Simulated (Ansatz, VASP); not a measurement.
**One calculation of TiSi2, two programs**

File INCAR:

```
  ALGO = Normal
  EDIFF = 1E-7
  ENCUT = 520
  GGA = PS
  ISIF = 2
  ISMEAR = -1
  LASPH = T
  LCHARG = F
  LREAL = F
  LWAVE = F
  NBANDS = 29
  NELM = 60
  PREC = Accurate
  SIGMA = 0.08
```

File KPOINTS:

```
k-points
0
Gamma
  8 8 8
```

The input POSCAR:

```
TiSi2
1.0
    0.0000000000      4.1180000000      4.2188850000
    2.3865000000      0.0000000000      4.2188850000
    2.3865000000      4.1180000000      0.0000000000
Ti Si
2 4
Direct
    0.7500000000      0.7500000000      0.7500000000
    0.5000000000      0.5000000000      0.5000000000
    0.0830000000      0.4170000000      0.0830000000
    0.4170000000      0.0830000000      0.4170000000
    0.1670000000      0.8330000000      0.1670000000
    0.8330000000      0.1670000000      0.8330000000
```

Input for Ansatz:

```yaml
crystal:
  lattice:
    - [0.0, 4.118, 4.218885]
    - [2.3865, 0.0, 4.218885]
    - [2.3865, 4.118, 0.0]
  atoms:
    - { symbol: Ti, position: [0.75, 0.75, 0.75] }
    - { symbol: Ti, position: [0.5, 0.5, 0.5] }
    - { symbol: Si, position: [0.083, 0.417, 0.083] }
    - { symbol: Si, position: [0.417, 0.083, 0.417] }
    - { symbol: Si, position: [0.167, 0.833, 0.167] }
    - { symbol: Si, position: [0.833, 0.167, 0.833] }
kpoints:
  mp_grid: { grid: [8, 8, 8] }
  band_path:
    path:
      - [0.0, 0.0, 0.0]
      - [0.5, 0.0, 0.5]
      - [1.0, 0.5, 0.5]
      - [0.5, 0.5, 0.0]
      - [0.0, 0.0, 0.0]
      - [0.0, 0.4139592957, 0.4139592957]
      - [1.0, 0.5860407043, 0.5860407043]
      - [1.0, 0.5, 0.5]
      - [0.5, 0.0, 0.5]
    npoints: 5
scf:
  occupations: { method: fermi_dirac, width: 0.08 }
hamiltonian:
  xc: pbesol
  pseudopotentials: { kind: all_electron, lapw: { basis_error: 0.0005 } }
output:
  forces: true
  stress: true
  eigenvalues: true
```

Change from the starting cell: zz strain of -1 %.

Alike in both runs: task single point; functional PBEsol; k mesh 8 × 8 × 8; occupations fermi-dirac, width 0.08 eV; no spin polarisation.

```csv
,VASP,Ansatz
version,VASP 6.6.1,Ansatz 0.2.0
potentials or method,"VASP PAW PBE potentials, release 64 (Ti_sv, Si), cutoff 520 eV","all-electron LAPW, scalar-relativistic"
```

|  | VASP | Ansatz | Ansatz less VASP |
| --- | --- | --- | --- |
| pressure (GPa) | 0.2 | 0.1 | -0.13 |
| traceless stress, the component that is largest in VASP (GPa) | 2.39 | 2.32 | -0.072 |
| rms of the force components (eV/Å) | 0.076 | 0.076 | -0.0002 |

VASP's potentials were made for PBE, not for PBEsol. Atom by atom the forces differ by 0.000 eV/Å (rms over components). Ansatz ran all-electron here, and VASP with PAW potentials.
